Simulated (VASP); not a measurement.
Crystal: MnS.

```
CELL_PARAMETERS angstrom
0.00000 2.47346 2.47346
2.47346 0.00000 2.47346
2.47346 2.47346 0.00000
ATOMIC_POSITIONS crystal
Mn 0.00000 0.00000 0.00000
S 0.75000 0.75000 0.75000
```

```yaml
Program: VASP 6.6.1
Task: relaxation of cell and atoms
Functional: PBEsol
Potentials_or_basis: VASP PAW PBE potentials, release 64 (Mn_pv, S)
Cutoff: 600 eV
k_mesh: 9 × 9 × 9
Occupations: fermi-dirac, width 0.05 eV
Spin: collinear spin, ferromagnetic start
Starting_moments: "[4.0, 0.0] μB"
Hubbard_terms: Mn d U = 4.0 eV
```

At the start: pressure 44.8 GPa; volume 15.13 Å³/atom.

Problem. Where does the relaxation end?

Solution. Over 19 steps the energy falls by 894.3 meV/atom and the volume is 22.74 Å³/atom (+50.2 %); space group F-43m (No. 216, to 0.1 Å) before and after; moment 5.00 μB per cell.

Step by step:
| step | energy change (eV) | largest force (eV/Å) | pressure (GPa) | volume (Å³) |
| --- | --- | --- | --- | --- |
| 1 | 0.0000 | 0.0000 | 44.77 | 30.27 |
| 2 | -1.6014 | 0.0000 | -7.12 | 52.82 |
| 3 | -1.7870 | 0.0000 | -0.84 | 46.03 |
| 4 | -1.7886 | 0.0000 | -0.20 | 45.53 |
| 5 | -1.7884 | 0.0000 | 0.31 | 45.19 |
| 6 | -1.7884 | 0.0000 | 0.34 | 45.19 |
| 7 | -1.7884 | 0.0000 | 0.31 | 45.20 |
| 8 | -1.7884 | 0.0000 | 0.31 | 45.20 |
| 9 | -1.7884 | 0.0000 | 0.31 | 45.20 |
| 10 | -1.7884 | 0.0000 | 0.31 | 45.20 |
| 11 | -1.7884 | 0.0000 | 0.31 | 45.20 |
| 12 | -1.7884 | 0.0000 | 0.32 | 45.20 |
| 13 | -1.7884 | 0.0000 | 0.32 | 45.20 |
| 14 | -1.7884 | 0.0000 | 0.30 | 45.20 |
| 15 | -1.7885 | 0.0000 | 0.28 | 45.21 |
| 16 | -1.7885 | 0.0000 | 0.25 | 45.23 |
| 17 | -1.7885 | 0.0000 | 0.21 | 45.26 |
| 18 | -1.7886 | 0.0000 | 0.09 | 45.33 |
| 19 | -1.7886 | 0.0000 | -0.06 | 45.47 |

Final structure:
```xyz
2
Lattice="0.0000 2.8329 2.8329 2.8329 0.0000 2.8329 2.8329 2.8329 0.0000" Properties=species:S:1:pos:R:3 pbc="T T T"
Mn    0.0000    0.0000    0.0000
S     4.2494    4.2494    4.2494
```

Caveat: the volume moved by over 15 % at a fixed basis, so the end points are rough; the PAW data sets were made with another functional, which shifts forces and pressure a little; a cell with one magnetic atom can't hold antiferromagnetic order, which such compounds often take.
